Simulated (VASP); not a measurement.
# KIr3 (Im-3m) in VASP: notebook

KIr3 is run at these levels: PBE; tasks: single point, relaxation of cell and atoms.

Program: VASP 6.6.1. These are calculated values, not measurements. Logs are shortened: lines on timing, memory, paths and dates and some standing lists are left out, and cuts for length are marked.

## 1. The cell of the first run

The structure is cubic, space group Im-3m (No. 229). Conventional cell: a = 5.377 Å, b = 5.377 Å, c = 5.377 Å, α = 90.00°, β = 90.00°, γ = 90.00°. K (site symmetry m-3m) has 6 Ir at 2.69 Å within 3.5 Å. Ir (site symmetry 4/mmm) has 2 K at 2.69 Å and 4 Ir at 2.69 Å within 3.5 Å.

The cell was built from a structure type or drawn by symmetry, and may not be a known phase.

## 2. Single point, PBE

The input, INCAR:

```
PREC     = Accurate       # precision mode
ENCUT    = 520            # plane-wave cutoff, eV
EDIFF    = 1E-6           # SCF threshold, eV
ISMEAR   = 0              # smearing method
SIGMA    = 0.1            # smearing width, eV
LREAL    = False          # projectors in reciprocal space
LASPH    = True           # aspherical terms in the spheres
NELM     = 100            # most SCF steps
ALGO     = Normal         # electronic algorithm
ISIF     = 2              # what is computed and relaxed
LWAVE    = False          # write WAVECAR
LCHARG   = False          # write CHGCAR
GGA      = PE             # functional
NBANDS   = 26             # bands
```

The input, KPOINTS:

```
Automatic mesh
0
Gamma
  12 12 12
```

The input, POSCAR:

```
KIr3
1.0
   -2.6883289908      2.6883289908      2.6883289908
    2.6883289908     -2.6883289908      2.6883289908
    2.6883289908      2.6883289908     -2.6883289908
K Ir
1 3
Direct
    0.0000000000      0.0000000000      0.0000000000
    0.0000000000      0.5000000000      0.5000000000
    0.5000000000      0.0000000000      0.5000000000
    0.5000000000      0.5000000000      0.0000000000
```

Potentials or basis: VASP PAW PBE potentials, release 64 (K_sv, Ir).

Launch:

```sh
> cat potpaw_PBE.64/K_sv/POTCAR potpaw_PBE.64/Ir/POTCAR > POTCAR
> mpirun -np 1 vasp_std > vasp.out
```

OUTCAR:

```text
PREC = Accurate
   ENCUT = 520
   EDIFF = 1E-6
   ISMEAR = 0
   LREAL = False
   LASPH = True
   NELM = 100
   ISIF = 2
   GGA = PE

 ion  position               nearest neighbor table
   1  0.000  0.000  0.000-   2 2.69   3 2.69   4 2.69   2 2.69   3 2.69   4 2.69
   2  0.000  0.500  0.500-   1 2.69   3 2.69   4 2.69   1 2.69   4 2.69   3 2.69
   3  0.500  0.000  0.500-   1 2.69   2 2.69   4 2.69   4 2.69   1 2.69   2 2.69
   4  0.500  0.500  0.000-   1 2.69   2 2.69   3 2.69   3 2.69   2 2.69   1 2.69

  LATTYP: Found a body centered cubic cell.
 ALAT       =     5.3766579816

  Lattice vectors:

 A1 = (  -2.6883289908,   2.6883289908,   2.6883289908)
 A2 = (   2.6883289908,  -2.6883289908,   2.6883289908)
 A3 = (   2.6883289908,   2.6883289908,  -2.6883289908)

Analysis of symmetry for initial positions (statically):
=====================================================================
 Subroutine PRICEL returns:
 Original cell was already a primitive cell.

 Routine SETGRP: Setting up the symmetry group for a
 body centered cubic supercell.

 Subroutine GETGRP returns: Found 48 space group operations
 (whereof 48 operations were pure point group operations)
 out of a pool of 48 trial point group operations.

The static configuration has the point symmetry O_h .

Analysis of symmetry for dynamics (positions and initial velocities):
=====================================================================
 Subroutine PRICEL returns:
 Original cell was already a primitive cell.

 Routine SETGRP: Setting up the symmetry group for a
 body centered cubic supercell.

 Subroutine GETGRP returns: Found 48 space group operations
 (whereof 48 operations were pure point group operations)
 out of a pool of 48 trial point group operations.

The dynamic configuration has the point symmetry O_h .

 Subroutine INISYM returns: Found 48 space group operations
 (whereof 48 operations are pure point group operations),
 and found     1 'primitive' translations

----------------------------------------------------------------------------------------

                                     Primitive cell

  volume of cell :      77.7154

  direct lattice vectors                    reciprocal lattice vectors
[... 74 lines left out ...]
   number of dos      NEDOS =    301   number of ions     NIONS =      4
   total plane-waves  NPLWV =  46656
   dimension x,y,z NGX =    36 NGY =   36 NGZ =   36
   dimension x,y,z NGXF=    72 NGYF=   72 NGZF=   72
   ions per type =               1   3
   NGX,Y,Z   is equivalent  to a cutoff of  12.85, 12.85, 12.85 a.u.
   NGXF,Y,Z  is equivalent  to a cutoff of  25.71, 25.71, 25.71 a.u.
 SYSTEM =  unknown system
   PREC   = accura    normal or accurate (medium, high low for compatibility)
   ISTART =      0    job   : 0-new  1-cont  2-samecut
   ICHARG =      2    charge: 1-file 2-atom 10-const
   ISPIN  =      1    spin polarized calculation?
   LNONCOLLINEAR =      F non collinear calculations
   LSORBIT =      F    spin-orbit coupling
   LASPH  =      T    aspherical Exc in radial PAW
   ENCUT  =  520.0 eV  38.22 Ry    6.18 a.u.   8.66  8.66  8.66*2*pi/ulx,y,z
   NELM   =    100;   NELMIN=  2; NELMDL= -5     # of ELM steps
   EDIFF  = 0.1E-05   stopping-criterion for ELM
   LREAL  =      F    real-space projection
[... 7 lines left out ...]
   TEBEG  =    0.0;   TEEND  =   0.0 temperature during run
   PSTRESS=    0.0 pullay stress
   NELECT =      36.0000    total number of electrons
   NUPDOWN=      -1.0000    fix difference up-down
   EMIN   =  10.00;   EMAX   =-10.00  energy-range for DOS
   EFERMI =   0.00;   METHOD = LEGACY
   ISMEAR =     0;   SIGMA  =   0.10  broadening in eV -4-tet -1-fermi 0-gaus
   EFERMI_NEDOS =   21; number of points for ismear=-14 and -15
   IALGO  =     38    algorithm
   IMIX   =      4    mixing-type and parameters
     AMIX     =   0.40;   BMIX     =  1.00
     AMIX_MAG =   1.60;   BMIX_MAG =  1.00
  volume/ion in A,a.u.               =      19.43       131.11
  Fermi-wavevector in a.u.,A,eV,Ry     =   1.266698  2.393713 21.830889  1.604525
  Thomas-Fermi vector in A             =   2.399885
   LORBIT       =      0    0 simple, 1 ext, 2 COOP (PROOUT), +10 PAW based schemes
   GGA     = PE    functional components
   LHFCALC =     F    Hartree Fock is set to
   AEXX    =    0.0000 exact exchange contribution
   IVDW    =     0    specifies the selected vdW correction
   LEPSILON=     F    determine dielectric tensor
   LRPA    =     F    only Hartree local field effects (RPA)
 non-spin polarized calculation
 Gauss-broadening in eV      SIGMA  =   0.10
  energy-cutoff  :      520.00
  volume of cell :       77.72
 maximum number of plane-waves:      2112
   NGX = 17   NGY = 17   NGZ = 17

 number of electron      36.0000005 magnetization

 Free energy of the ion-electron system (eV)
  ---------------------------------------------------
  ext. energy  EPLUGINS =         0.00000000
  ---------------------------------------------------
  free energy    TOTEN  =       -20.24637467 eV

  energy without entropy =      -20.19109955  energy(sigma->0) =      -20.21873711

 E-fermi :   4.5265     XC(G=0): -11.5040

 val. band max:        4.5233364733   @ k =  -0.2500   0.3333   0.1667
 cond. band min:       4.5276926050   @ k =   0.3333   0.1667  -0.0000
 fundamental gap:      0.0043561317
 Fermi energy:         4.5264985672

 k-point     1 :       0.0000    0.0000    0.0000
  band No.  band energies     occupation
      1     -24.0391      2.00000
      2      -7.7577      2.00000
      3      -7.7577      2.00000
      4      -7.7577      2.00000
      5      -2.1600      2.00000
      6       0.0744      2.00000
[... 685 lines left out ...]
     25      11.6484      0.00000
     26      11.9693      0.00000

 [... further k-points ...]
[... 5 lines left out ...]
  --------------------------------------------------------------------------------------
  -------------------------------------------------------------------------------------
  Total        0.1987551      0.1987551      0.1987551      0.0000000      0.0000000     -0.0000000
  in kB        4.0975248      4.0975248      4.0975248      0.0000000      0.0000000     -0.0000000
  external PRESSURE =       4.0975248 kB  Pullay stress =       0.0000000 kB

 VOLUME and BASIS-vectors are now :
 -----------------------------------------------------------------------------
  energy-cutoff  :      520.00
  volume of cell :       77.72
      direct lattice vectors                 reciprocal lattice vectors
    -2.688328991  2.688328991  2.688328991     0.000000000  0.185989141  0.185989141
     2.688328991 -2.688328991  2.688328991     0.185989141  0.000000000  0.185989141
     2.688328991  2.688328991 -2.688328991     0.185989141  0.185989141  0.000000000

 POSITION                                       TOTAL-FORCE (eV/Angst)
 -----------------------------------------------------------------------------------
      0.00000      0.00000      0.00000         0.000000     -0.000000      0.000000
      2.68833      0.00000      0.00000         0.000000      0.000000      0.000000
      0.00000      2.68833      0.00000         0.000000     -0.000000     -0.000000
      0.00000      0.00000      2.68833        -0.000000      0.000000     -0.000000
 -----------------------------------------------------------------------------------
    total drift:                                0.000000      0.000000     -0.000000

  FREE ENERGIE OF THE ION-ELECTRON SYSTEM (eV)
  ---------------------------------------------------
  free  energy   TOTEN  =       -20.2463746676 eV

  energy  without entropy=      -20.1910995530  energy(sigma->0) =      -20.21873711
```

Wall time 2 min (1 thread of Intel Xeon Platinum 8375C at 2.90GHz (Ice Lake), shared host); peak memory 0.28 GiB.

What came out:

```
Free energy            : -20.2464 eV
Pressure               : 0.4 GPa
Band gap on the k mesh : zero (bands 18 and 19 overlap by 1.52 eV)
```

Caveat: spin-orbit coupling is left out, which moves the levels of the heavy elements.

## 3. Relaxation of cell and atoms, PBE

This run uses another cell than the first one, of 19.27 Å³/atom.

The input, INCAR:

```
SYSTEM = KIr3
PREC = Accurate
ENCUT = 600
EDIFF = 1E-6
ISMEAR = 0
SIGMA = 0.1
LREAL = .FALSE.
LASPH = .TRUE.
NELM = 100
ALGO = Normal
ISIF = 3
LWAVE = .FALSE.
LCHARG = .FALSE.
GGA = PE
IBRION = 2
NSW = 100
EDIFFG = -0.01
```

The input, KPOINTS:

```
Automatic mesh
0
G
  12 12 12
  0 0 0
```

The input, POSCAR:

```
KIr3
1.0
   -2.6807902124      2.6807902124      2.6807902124
    2.6807902124     -2.6807902124      2.6807902124
    2.6807902124      2.6807902124     -2.6807902124
K Ir
1 3
Direct
    0.0000000000      0.0000000000      0.0000000000
    0.0000000000      0.5000000000      0.5000000000
    0.5000000000      0.0000000000      0.5000000000
    0.5000000000      0.5000000000      0.0000000000
```

Potentials or basis: VASP PAW PBE potentials, release 64 (K_sv, Ir).

Launch:

```sh
> cat potpaw_PBE.64/K_sv/POTCAR potpaw_PBE.64/Ir/POTCAR > POTCAR
> mpirun -np 1 vasp_std > vasp.out
```

OUTCAR:

```text
SYSTEM = KIr3
   PREC = Accurate
   ENCUT = 600
   EDIFF = 1E-6
   ISMEAR = 0
   LREAL = .FALSE.
   LASPH = .TRUE.
   NELM = 100
   ISIF = 3
   GGA = PE
   IBRION = 2
   NSW = 100
   EDIFFG = -0.01

 ion  position               nearest neighbor table
   1  0.000  0.000  0.000-   2 2.68   3 2.68   4 2.68   2 2.68   3 2.68   4 2.68
   2  0.000  0.500  0.500-   1 2.68   3 2.68   4 2.68   1 2.68   4 2.68   3 2.68
   3  0.500  0.000  0.500-   1 2.68   2 2.68   4 2.68   4 2.68   1 2.68   2 2.68
   4  0.500  0.500  0.000-   1 2.68   2 2.68   3 2.68   3 2.68   2 2.68   1 2.68

  LATTYP: Found a body centered cubic cell.
 ALAT       =     5.3615804248

  Lattice vectors:

 A1 = (  -2.6807902124,   2.6807902124,   2.6807902124)
 A2 = (   2.6807902124,  -2.6807902124,   2.6807902124)
 A3 = (   2.6807902124,   2.6807902124,  -2.6807902124)

Analysis of symmetry for initial positions (statically):
[... 177 lines left out ...]
  free energy    TOTEN  =       -20.24288117 eV

  energy without entropy =      -20.18786817  energy(sigma->0) =      -20.21537467

------------------------ aborting loop because EDIFF is reached ----------------------------------------

  FORCE on cell =-STRESS in cart. coord.  units (eV):
  Direction    XX          YY          ZZ          XY          YZ          ZX
  --------------------------------------------------------------------------------------
  -------------------------------------------------------------------------------------
  Total        0.6900585      0.6900585      0.6900585      0.0000000     -0.0000000      0.0000000
  in kB       14.3465685     14.3465685     14.3465685      0.0000000     -0.0000000      0.0000000
  external PRESSURE =      14.3465685 kB  Pullay stress =       0.0000000 kB
[... 63 lines left out ...]
--------------------------------------- Ionic step        3  -------------------------------------------

 number of electron      36.0000000 magnetization

 Free energy of the ion-electron system (eV)
  ---------------------------------------------------
  ext. energy  EPLUGINS =         0.00000000
  ---------------------------------------------------
  free energy    TOTEN  =       -20.24711159 eV

  energy without entropy =      -20.19173778  energy(sigma->0) =      -20.21942469

 E-fermi :   4.4842     XC(G=0): -11.4825

 val. band max:        4.4834163487   @ k =   0.5000   0.0000   0.0000
 cond. band min:       4.4853660262   @ k =   0.3333   0.1667   0.0000
 fundamental gap:      0.0019496775
 Fermi energy:         4.4842293767

 k-point     1 :       0.0000    0.0000    0.0000
  band No.  band energies     occupation
      1     -24.0726      2.00000
      2      -7.7905      2.00000
      3      -7.7905      2.00000
      4      -7.7905      2.00000
      5      -2.1772      2.00000
      6       0.0564      2.00000
[... 589 lines left out ...]
     21       4.6637      0.01114
     22       7.0653      0.00000

 [... further k-points ...]
[... 5 lines left out ...]
  --------------------------------------------------------------------------------------
  -------------------------------------------------------------------------------------
  Total       -0.0013375     -0.0013375     -0.0013375     -0.0000000      0.0000000     -0.0000000
  in kB       -0.0274646     -0.0274646     -0.0274646     -0.0000000      0.0000000     -0.0000000
  external PRESSURE =      -0.0274646 kB  Pullay stress =       0.0000000 kB
[... 19 lines left out ...]
  FREE ENERGIE OF THE ION-ELECTRON SYSTEM (eV)
  ---------------------------------------------------
  free  energy   TOTEN  =       -20.2471115856 eV

  energy  without entropy=      -20.1917377845  energy(sigma->0) =      -20.21942469

 reached required accuracy - stopping structural energy minimisation
```

CONTCAR:

```text
KIr3
   1.00000000000000
    -2.6918681225065955    2.6918681225065955    2.6918681225065955
     2.6918681225065955   -2.6918681225065955    2.6918681225065955
     2.6918681225065955    2.6918681225065955   -2.6918681225065955
  K               Ir
     1     3
Direct
     0.0000000000000000    0.0000000000000000    0.0000000000000000
     0.0000000000000000    0.5000000000000000    0.5000000000000000
     0.5000000000000000    0.0000000000000000    0.5000000000000000
     0.5000000000000000    0.5000000000000000    0.0000000000000000

  0.00000000E+00  0.00000000E+00  0.00000000E+00
  0.00000000E+00  0.00000000E+00  0.00000000E+00
  0.00000000E+00  0.00000000E+00  0.00000000E+00
  0.00000000E+00  0.00000000E+00  0.00000000E+00
```

Wall time 5.5 min (1 thread of Intel Xeon Platinum 8375C at 2.90GHz (Ice Lake), shared host); peak memory 0.34 GiB.

Results:

```
Free energy                           : -20.2471 eV
Relaxed volume                        : 19.51 Å³/atom
Relaxed cell                          : a = 4.662 Å, b = 4.662 Å, c = 4.662 Å, α = 109.47°, β = 109.47°, γ = 109.47°
Space group after relaxing (to 0.1 Å) : Im-3m (No. 229)
Energy gained by relaxing             : 1.1 meV/atom
Ionic steps                           : 3
Pressure after relaxing               : 0.0 GPa
Band gap on the k mesh                : zero (bands 18 and 19 overlap by 1.51 eV)
```

Step by step:
```csv
step,energy change (eV),largest force (eV/Å),pressure (GPa),volume (Å³)
1,0.0000,0.0000,1.43,77.06
2,0.0000,0.0000,-1.36,79.00
3,-0.0042,0.0000,0.00,78.02
```

Final structure:
```
K Ir
1.0
    -2.69187    2.69187    2.69187
     2.69187   -2.69187    2.69187
     2.69187    2.69187   -2.69187
K Ir
1 3
Cartesian
  0.0000 0.0000 0.0000
  2.6919 0.0000 0.0000
  0.0000 2.6919 0.0000
  0.0000 0.0000 2.6919
```

Levels at points of the mesh, in eV from the Fermi level:
```tsv
k point	band 16	band 17	band 18	band 19	band 20	band 21
(0.00, 0.00, 0.00)	-0.46	0.49	0.49	0.49	2.72	4.39
(0.50, 0.00, 0.00)	-1.15	-0.99	0.00	0.11	0.26	0.27
(0.50, 0.50, 0.50)	-0.87	0.47	0.47	0.47	1.21	1.21
```

Caveat: spin-orbit coupling is left out, which moves the levels of the heavy elements.

## 4. Single point, PBE

This run uses another cell than the first one, of 22.01 Å³/atom.

The input, INCAR:

```
PREC = Accurate
ENCUT = 520
EDIFF = 1E-6
ISMEAR = 0
SIGMA = 0.1
LREAL = False
LASPH = True
NELM = 100
ALGO = Normal
ISIF = 2
LWAVE = False
LCHARG = True
GGA = PE
LELF = True
LVHAR = True
NBANDS = 26
```

The input, KPOINTS:

```
Automatic mesh
0
Gamma
  4 4 4
```

The input, POSCAR:

```
KIr3
1.0
   -2.8024630800      2.8024630800      2.8024630800
    2.8024630800     -2.8024630800      2.8024630800
    2.8024630800      2.8024630800     -2.8024630800
K Ir
1 3
Direct
    0.0000000000      0.0000000000      0.0000000000
    0.0000000000      0.5000000000      0.5000000000
    0.5000000000      0.0000000000      0.5000000000
    0.5000000000      0.5000000000      0.0000000000
```

Launch:

```sh
> cat potpaw_PBE.64/K_sv/POTCAR potpaw_PBE.64/Ir/POTCAR > POTCAR
> mpirun -np 1 vasp_std > vasp.out
```

Wall time 19 s (1 thread of Intel Xeon Platinum 8375C at 2.90GHz (Ice Lake), shared host); peak memory 0.21 GiB.

The run converged. Its results:

| Quantity | Value |
| --- | --- |
| Free energy | -19.9766 eV |
| Pressure | -10.5 GPa |
| Band gap on the k mesh | zero (bands 18 and 19 overlap by 1.21 eV) |

Levels at points of the mesh, in eV from the Fermi level:
```
           k point  band 13  band 14  band 15  band 16  band 17  band 18  band 19  band 20  band 21  band 22
(0.00, 0.00, 0.00)    -0.77    -0.32    -0.32    -0.32     0.42     0.42     0.42     2.20     4.19     4.19
(0.50, 0.00, 0.00)    -1.49    -1.16    -1.09    -0.92    -0.80    -0.06     0.11     0.18     0.23     3.80
(0.50, 0.50, 0.50)    -0.91    -0.66    -0.66    -0.66     0.42     0.42     0.42     1.32     1.32     1.32
```

Caveat: the k points lie up to 0.40 Å⁻¹ apart, too coarse for converged energies and pressures of a metal; spin-orbit coupling is left out, which moves the levels of the heavy elements.

## 5. Overview

| task | cell | k mesh | cutoff (eV) | gap on the mesh (eV) | pressure (GPa) |
| --- | --- | --- | --- | --- | --- |
| single point | a = 4.656 Å, angles 109.5°, 4 atoms | 12 × 12 × 12 | 520 | none | 0.4 |
| relaxation of cell and atoms | relaxed from a = 4.643 Å, angles 109.5°, 4 atoms | 12 × 12 × 12 | 600 | none | 0.0 |
| single point | a = 4.854 Å, angles 109.5°, 4 atoms | 4 × 4 × 4 | 520 | none | -10.5 |

Alike in all rows: level PBE; potentials or basis VASP PAW PBE potentials, release 64 (K_sv, Ir); no spin polarisation; smearing gaussian 0.1 eV.

Caveats: some runs use coarse meshes; spin-orbit coupling is left out, which moves the levels of the heavy elements.

Total energies depend on the potentials used, so only differences within one code and one set of settings carry meaning.
